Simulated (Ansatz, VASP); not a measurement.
## Zr: VASP beside Ansatz

File INCAR:

```
ALGO = Normal
EDIFF = 1E-7
EDIFFG = -0.02
ENCUT = 600
GGA = RE
IBRION = 2
ISIF = 3
ISMEAR = -1
IVDW = 12
LASPH = T
LCHARG = F
LREAL = F
LWAVE = F
NELM = 80
NSW = 80
PREC = Accurate
SIGMA = 0.05
```

The input KPOINTS:

```
k-points
0
Gamma
  9 9 5
```

POSCAR

```
Zr
1.0
    3.2320000000      0.0000000000      0.0000000000
   -1.6160000000      2.7989941050      0.0000000000
    0.0000000000      0.0000000000      5.1470000000
Zr
2
Direct
    0.6666666667      0.3333333333      0.7500000000
    0.3333333333      0.6666666667      0.2500000000
```

The input input.yaml:

```yaml
crystal:
  lattice:
    - [3.232, 0.0, 0.0]
    - [-1.616, 2.798994105, 0.0]
    - [0.0, 0.0, 5.147]
  atoms:
    - { symbol: Zr, position: [0.6666666667, 0.3333333333, 0.75] }
    - { symbol: Zr, position: [0.3333333333, 0.6666666667, 0.25] }
kpoints:
  mp_grid: { grid: [9, 9, 5] }
scf:
  occupations: { method: fermi_dirac, width: 0.05 }
hamiltonian:
  xc: revpbe
  dispersion: d3bj
  pseudopotentials: { kind: all_electron, lapw: { basis_error: 0.001 } }
output:
  forces: true
  stress: true
relax:
  f_tol: 0.02
  max_steps: 60
  cell: {}
```

Alike in both runs: task relaxation of cell and atoms; functional revPBE; dispersion D3(BJ); k mesh 9 × 9 × 5; occupations fermi-dirac, width 0.05 eV; no spin polarisation.

|  | VASP | Ansatz |
| --- | --- | --- |
| version | VASP 6.6.1 | Ansatz 0.2.0 |
| potentials or method | VASP PAW PBE potentials, release 64 (Zr_sv), cutoff 600 eV | all-electron LAPW, scalar-relativistic |

```csv
,VASP,Ansatz,Ansatz less VASP
relaxed volume (Å³/atom),22.08,22.09,+0.015
relaxed cell length with the largest relative difference (Å),3.163,3.163,+0.0008
```

VASP's potentials were made for PBE, not for revPBE. Ansatz ran all-electron here, and VASP with PAW potentials.
